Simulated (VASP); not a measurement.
## SiC (Moissanite): single point with LDA

The system is SiC (Moissanite).

```xyz
4
Lattice="3.0760 0.0000 0.0000 -1.5380 2.6639 0.0000 0.0000 0.0000 5.0480" Properties=species:S:1:pos:R:3 pbc="T T T"
Si    1.5380    0.8880    2.5240
Si    0.0000    1.7759    0.0000
C     1.5380    0.8880    4.4675
C     0.0000    1.7759    1.9435
```

- Program: VASP 6.6.1
- Task: single point
- Functional: LDA
- Potentials or basis: VASP PAW LDA potentials, release 64 (Si, C)
- Cutoff: 520 eV
- k mesh: 10 × 10 × 5
- Occupations: fermi-dirac, width 0.05 eV
- Spin: no spin polarisation

| Property | Result |
| --- | --- |
| Pressure | -3.6 GPa |
| Largest force | 0.735 eV/Å |
| Band gap on the k mesh | 2.36 eV, indirect (least direct gap 3.97 eV) |

Forces in eV/Å, atoms in the order of the input:
```
Si   0.000  0.000  0.735
Si   0.000  0.000  0.735
C    0.000  0.000 -0.735
C    0.000  0.000 -0.735
```

Stress tensor (GPa, compression positive):
```
-2.18  0.00  0.00
 0.00 -2.18  0.00
 0.00  0.00 -6.44
```

Levels at points of the mesh, in eV from the valence-band top:
```
           k point  band 4  band 5  band 6  band 7  band 8  band 9  band 10  band 11  band 12  band 13
(0.00, 0.00, 0.00)   -1.55   -1.55   -0.27   -0.27    0.00    4.59     6.04     6.40     6.40     7.46
(0.50, 0.00, 0.00)   -6.53   -5.44   -3.54   -3.29   -1.48    2.49     4.12     6.67     7.12     9.58
```

It took 7.3 s on 1 thread of Intel(R) Xeon(R) 6975P-C (Granite Rapids), with other jobs on the host, peak memory 0.14 GiB.

A k mesh can miss the band edges. A hybrid or GW would open this gap; LDA tends to underestimate it.
